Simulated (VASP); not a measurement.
Crystal: Sb.

```xyz
2
Lattice="0.0000 3.4000 3.4000 3.4000 0.0000 3.4000 3.4000 3.4000 0.0000" Properties=species:S:1:pos:R:3 pbc="T T T"
Sb    6.8000    6.8000    6.8000
Sb    1.7000    1.7000    1.7000
```

This isn't the form of Sb at room conditions, which is rhombohedral.

```yaml
Program: VASP 6.6.1
Task: relaxation of cell and atoms
Functional: PBEsol
Potentials_or_basis: VASP PAW PBE potentials, release 64 (Sb)
Cutoff: 500 eV
k_mesh: 11 × 11 × 11
Occupations: methfessel-paxton, width 0.1 eV
Spin: no spin polarisation
```

At the start: pressure 1.2 GPa; volume 39.30 Å³/atom.

Problem. Where does the relaxation end?

Solution. Over 3 steps the energy falls by 4.5 meV/atom and the volume is 40.55 Å³/atom (+3.2 %); space group Fd-3m (No. 227, to 0.1 Å) before and after.

The path:
| step | energy change (eV) | largest force (eV/Å) | pressure (GPa) | volume (Å³) |
| --- | --- | --- | --- | --- |
| 1 | 0.0000 | 0.0000 | 1.19 | 78.61 |
| 2 | -0.0080 | 0.0000 | -0.37 | 81.97 |
| 3 | -0.0090 | 0.0000 | 0.00 | 81.10 |

Final structure:
```yaml
crystal:
  lattice:
    - [0.00000, 3.43558, 3.43558]
    - [3.43558, 0.00000, 3.43558]
    - [3.43558, 3.43558, 0.00000]
  atoms:
    - { symbol: Sb, position: [0.00000, 0.00000, 0.00000] }
    - { symbol: Sb, position: [0.25000, 0.25000, 0.25000] }
```

Caveat: the PAW data sets were made with another functional, which shifts forces and pressure a little.
